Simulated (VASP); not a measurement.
Runs of VASP 6.6.1 on Mg5O. The structure is that of space group F-43m (No. 216), or close to it. The cells are those of the table. The cell was built from a structure type or drawn by symmetry, and may not be a known phase.

```csv
task,spin,cell,k mesh,cutoff (eV),gap on the mesh (eV),pressure (GPa),moment (μB),largest force (eV/Å)
relaxation of cell and atoms,"collinear, ferromagnetic start","relaxed from a = 5.056 Å, angles 60.0°, 6 atoms",4 × 4 × 4,600,none,-0.1,0.00,-
single point,off,"a = 5.056 Å, angles 60.0°, 6 atoms",4 × 4 × 4,520,none,25.9,-,-
single point,"collinear, ferromagnetic start","a = 5.700 Å, angles 60.0°, 6 atoms",8 × 8 × 8,520,none,-0.1,0.00,0.01
single point,"collinear, ferromagnetic start","a = 5.694 Å, angles 60.0°, 6 atoms",4 × 4 × 4,520,none,(a),0.00,0.01
single point,"collinear, ferromagnetic start","a = 5.056 Å, angles 60.0°, 6 atoms",4 × 4 × 4,520,none,25.9,1.43,-
```

Alike in all rows: level PBE; potentials or basis VASP PAW PBE potentials, release 64 (Mg, O); smearing gaussian 0.1 eV.

Problem. Fill in the values left out.

Solution. (a) 0.1.

Caveats: some runs use coarse meshes; semilocal functionals underestimate gaps, so a narrow gap can read as zero (at least some runs).

A gap of «none» marks levels without a gap at the run's occupations.
